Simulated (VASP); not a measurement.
Here is a VASP 6.6.1 calculation.

File INCAR:

```
  PREC = Accurate
  ENCUT = 520
  EDIFF = 1E-6
  ISMEAR = -1
  SIGMA = 0.002
  LREAL = Auto
  LASPH = T
  NELM = 150
  ALGO = Normal
  ISIF = 2
  LWAVE = F
  LCHARG = F
  ISPIN = 2
  MAGMOM = 0 0 0 0 0 0 0 0 0 0 0 0 0 0 0 0 0
  LORBIT = 11
  GGA = CA
  NBANDS = 52
```

File KPOINTS:

```
Automatic mesh
0
Gamma
  2 2 2
```

File POSCAR:

```
Si16C
1.0
    0.0000000000      5.4300000000      5.4300000000
    5.4300000000      0.0000000000      5.4300000000
    5.4300000000      5.4300000000      0.0000000000
Si C
16 1
Direct
   -0.0097329650     -0.0147053407      0.0373756906
    0.1659023941      0.0518692449      0.1604327808
   -0.0323941068      0.0002025783      0.5210681400
    0.1220626151      0.0959116022      0.6451749540
    0.0598987109      0.4454788214     -0.0121823204
    0.0736279926      0.6181215470      0.1427992634
   -0.0333149171      0.4779189687      0.5361694291
    0.0714825046      0.6278729282      0.6416850829
    0.5458839779      0.0276703499     -0.0460313076
    0.6276427256      0.1231675875      0.1356353591
    0.4855801105     -0.0416942910      0.5186003683
    0.5702670350      0.1436372007      0.6024033149
    0.4376243094      0.5186556169      0.0429834254
    0.7138674033      0.6705524862      0.0577900552
    0.4546408840      0.5128729282      0.4850460405
    0.5894935543      0.6100644567      0.6815930018
    0.5121546961      0.5474217311      0.2127071823
```

Potentials or basis: VASP PAW LDA potentials, release 64 (Si, C).

The run is started by

```sh
$ cat potpaw_LDA.64/Si/POTCAR potpaw_LDA.64/C/POTCAR > POTCAR
$ mpirun -np 1 vasp_std > vasp.out
```

Question: What does it give for the pressure?

Answer: 0.3 GPa.

Question: What does it give for the net moment?

Answer: 0.00 μB per cell.

Question: What does it give for the largest force?

Answer: 2.188 eV/Å.

Stress tensor (GPa, compression positive):
```
-0.40  0.46  1.31
 0.46 -0.64 -0.11
 1.31 -0.11  1.89
```

Caveat: the k points lie up to 0.50 Å⁻¹ apart.
